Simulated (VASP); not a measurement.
# Ti (Im-3m) in VASP: further runs, part 2 of 2

VASP 6.6.1. Earlier steps stand in the parts before.

**3. Single point, PBEsol (volume scaled by 0.98)**

Input file INCAR:

```
PREC = Accurate ; ENCUT = 520
EDIFF = 1E-6 ; ISMEAR = -1
SIGMA = 0.05 ; LREAL = False
LASPH = True ; NELM = 60
ALGO = Normal ; ISIF = 2
LWAVE = False ; LCHARG = False
GGA = PS ; NBANDS = 12
```

Input file KPOINTS:

```
Automatic mesh
0
Gamma
  14 14 14
```

Input file POSCAR:

```
Ti
1.0
   -1.6299862453      1.6299862453      1.6299862453
    1.6299862453     -1.6299862453      1.6299862453
    1.6299862453      1.6299862453     -1.6299862453
Ti
1
Direct
    0.0000000000      0.0000000000      0.0000000000
```

Potentials or basis: VASP PAW PBE potentials, release 64 (Ti_sv).

On the command line:

```sh
$ cat potpaw_PBE.64/Ti_sv/POTCAR > POTCAR
$ mpirun -np 1 vasp_std > vasp.out
```

Run time: 29 s. Hardware: 1 thread of Intel Xeon 8259CL, shared host; peak memory 0.15 GiB.

Results (log left out):

```
Free energy            : -8.2307 eV
Pressure               : -5.0 GPa
Band gap on the k mesh : zero (band 6 reaches 8.97 eV, above the bottom of band 7 at 7.32 eV)
```

Levels at points of the mesh, in eV from the Fermi level:
| k point | band 2 | band 3 | band 4 | band 5 | band 6 | band 7 | band 8 | band 9 | band 10 | band 11 |
| --- | --- | --- | --- | --- | --- | --- | --- | --- | --- | --- |
| (0.00, 0.00, 0.00) | -32.23 | -32.23 | -32.23 | -5.95 | 1.00 | 1.00 | 1.00 | 2.77 | 2.77 | 17.45 |
| (0.50, 0.00, 0.00) | -32.92 | -32.45 | -32.24 | -2.46 | -0.40 | 1.17 | 2.76 | 3.11 | 4.31 | 8.82 |
| (0.50, 0.50, 0.50) | -32.70 | -32.70 | -32.70 | -2.10 | -2.10 | 3.96 | 3.96 | 3.96 | 8.38 | 8.38 |

Caveat: the PAW data sets were made with another functional, which shifts forces and pressure a little.

**4. Single point, PBEsol (volume scaled by 0.975)**

Input file INCAR:

```
  PREC = Accurate
  ENCUT = 520
  EDIFF = 1E-7
  ISMEAR = -1
  SIGMA = 0.05
  LREAL = F
  LASPH = T
  NELM = 60
  ALGO = Normal
  ISIF = 2
  LWAVE = F
  LCHARG = T
  GGA = PS
  LELF = T
  LVHAR = T
  NBANDS = 12
```

Input file KPOINTS:

```
regular mesh
0
Gamma
  14 14 14
```

Input file POSCAR:

```
Ti
1.0
   -1.6272094320      1.6272094320      1.6272094320
    1.6272094320     -1.6272094320      1.6272094320
    1.6272094320      1.6272094320     -1.6272094320
Ti
1
Direct
    0.0000000000      0.0000000000      0.0000000000
```

Potentials or basis: VASP PAW PBE potentials, release 64 (Ti_sv).

On the command line:

```sh
$ cat potpaw_PBE.64/Ti_sv/POTCAR > POTCAR
$ mpirun -np 1 vasp_std > vasp.out
```

OUTCAR:

```text
PREC = Accurate
   ENCUT = 520
   EDIFF = 1E-7
   ISMEAR = -1
   LREAL = F
   LASPH = T
   NELM = 60
   ISIF = 2
   GGA = PS

 ion  position               nearest neighbor table
   1  0.000  0.000  0.000-

  LATTYP: Found a body centered cubic cell.
 ALAT       =     3.2544188640

  Lattice vectors:

 A1 = (  -1.6272094320,   1.6272094320,   1.6272094320)
 A2 = (   1.6272094320,  -1.6272094320,   1.6272094320)
 A3 = (   1.6272094320,   1.6272094320,  -1.6272094320)

[... 528 lines left out ...]
      3     -24.6104      2.00000
      4     -24.2724      2.00000
      5       6.9194      2.00000
      6       7.4911      1.99996
      7       7.6859      1.99780
      8      10.9218      0.00000
      9      11.1589      0.00000
     10      15.2531      0.00000
     11      16.5847      0.00000
     12      17.6165      0.00000

 [... further k-points ...]
[... 5 lines left out ...]
  --------------------------------------------------------------------------------------
  -------------------------------------------------------------------------------------
  Total       -0.4834790     -0.4834790     -0.4834790      0.0000000      0.0000000      0.0000000
  in kB      -44.9467050    -44.9467050    -44.9467050      0.0000000      0.0000000      0.0000000
  external PRESSURE =     -44.9467050 kB  Pullay stress =       0.0000000 kB

 VOLUME and BASIS-vectors are now :
 -----------------------------------------------------------------------------
  energy-cutoff  :      520.00
  volume of cell :       17.23
      direct lattice vectors                 reciprocal lattice vectors
    -1.627209432  1.627209432  1.627209432     0.000000000  0.307274522  0.307274522
     1.627209432 -1.627209432  1.627209432     0.307274522  0.000000000  0.307274522
     1.627209432  1.627209432 -1.627209432     0.307274522  0.307274522  0.000000000

 POSITION                                       TOTAL-FORCE (eV/Angst)
 -----------------------------------------------------------------------------------
      0.00000      0.00000      0.00000         0.000000     -0.000000      0.000000
 -----------------------------------------------------------------------------------
    total drift:                                0.000000      0.000000     -0.000000

  FREE ENERGIE OF THE ION-ELECTRON SYSTEM (eV)
  ---------------------------------------------------
  free  energy   TOTEN  =        -8.2333312549 eV

  energy  without entropy=       -8.2131874150  energy(sigma->0) =       -8.22325933
```

OSZICAR:

```text
N       E                     dE             d eps       ncg     rms          rms(c)
DAV:   1     0.838783887949E+02    0.83878E+02   -0.64802E+03  2516   0.119E+03
DAV:   2    -0.533145613761E+01   -0.89210E+02   -0.86799E+02  2528   0.292E+02
DAV:   3    -0.930661674759E+01   -0.39752E+01   -0.39248E+01  3404   0.634E+01
DAV:   4    -0.939613143640E+01   -0.89515E-01   -0.89411E-01  2820   0.855E+00
DAV:   5    -0.939802267257E+01   -0.18912E-02   -0.18912E-02  2980   0.117E+00    0.871E+00
DAV:   6    -0.823095305315E+01    0.11671E+01   -0.27541E+00  2704   0.234E+01    0.210E+00
DAV:   7    -0.822426789405E+01    0.66852E-02   -0.78795E-02  2928   0.292E+00    0.126E+00
DAV:   8    -0.823289385081E+01   -0.86260E-02   -0.36913E-02  2648   0.228E+00    0.117E-01
DAV:   9    -0.823330003779E+01   -0.40619E-03   -0.24812E-03  3020   0.497E-01    0.776E-02
DAV:  10    -0.823334568871E+01   -0.45651E-04   -0.32772E-04  2672   0.202E-01    0.184E-02
DAV:  11    -0.823333136098E+01    0.14328E-04   -0.35891E-05  2760   0.921E-02    0.986E-03
DAV:  12    -0.823333118262E+01    0.17836E-06   -0.25730E-06  2968   0.175E-02    0.103E-03
DAV:  13    -0.823333140189E+01   -0.21927E-06   -0.17399E-07  2744   0.341E-03    0.253E-03
DAV:  14    -0.823333126944E+01    0.13245E-06   -0.99075E-08  1956   0.417E-03    0.305E-04
DAV:  15    -0.823333125492E+01    0.14527E-07   -0.74038E-09  1308   0.898E-04
   1 F= -.82333313E+01 E0= -.82232593E+01  d E =-.201438E-01
```

stdout:

```text
POSCAR found type information on POSCAR Ti
 POSCAR found :  1 types and       1 ions
 scaLAPACK will be used
 -----------------------------------------------------------------------------
|                                                                             |
|                                                                             |
|     You enforced a specific xc type in the INCAR file but a different       |
|     I HOPE YOU KNOW WHAT YOU ARE DOING!                                     |
|                                                                             |
 -----------------------------------------------------------------------------

 LDA part: xc-table for (Slater+PW92), standard interpolation
 POSCAR, INCAR and KPOINTS ok, starting setup
 FFT: planning ... GRIDC
 FFT: planning ... GRID_SOFT
 FFT: planning ... GRID
 WAVECAR not read
 entering main loop
```

It took 38 s on 1 thread of Intel Xeon 8259CL, shared host; peak memory 0.15 GiB.

Results:

```yaml
Free_energy: -8.2333 eV
Pressure: -4.5 GPa
Band_gap_on_the_k_mesh: zero (band 6 reaches 9.03 eV, above the bottom of band 7 at 7.38 eV)
```

Levels at points of the mesh, in eV from the Fermi level:
| k point | band 2 | band 3 | band 4 | band 5 | band 6 | band 7 | band 8 | band 9 | band 10 | band 11 |
| --- | --- | --- | --- | --- | --- | --- | --- | --- | --- | --- |
| (0.00, 0.00, 0.00) | -32.21 | -32.21 | -32.21 | -5.96 | 1.00 | 1.00 | 1.00 | 2.79 | 2.79 | 17.49 |
| (0.50, 0.00, 0.00) | -32.91 | -32.43 | -32.22 | -2.47 | -0.40 | 1.18 | 2.78 | 3.13 | 4.34 | 8.87 |
| (0.50, 0.50, 0.50) | -32.69 | -32.69 | -32.69 | -2.12 | -2.12 | 3.98 | 3.98 | 3.98 | 8.43 | 8.43 |

Caveat: the PAW data sets were made with another functional, which shifts forces and pressure a little.

**5. Summary**

```tsv
cell	gap on the mesh (eV)	pressure (GPa)
a = 2.794 Å, angles 109.5°, 1 atom	none	-1.9
a = 2.823 Å, angles 109.5°, 1 atom	none	-5.0
a = 2.818 Å, angles 109.5°, 1 atom	none	-4.5
```

Alike in all rows: task single point; level PBEsol; potentials or basis VASP PAW PBE potentials, release 64 (Ti_sv); no spin polarisation; k mesh 14 × 14 × 14; cutoff (eV) 520; smearing fermi-dirac 0.05 eV.

Caveats: the PAW data sets were made with another functional, which shifts forces and pressure a little.

Absolute energies hang on the potentials; compare differences alone.
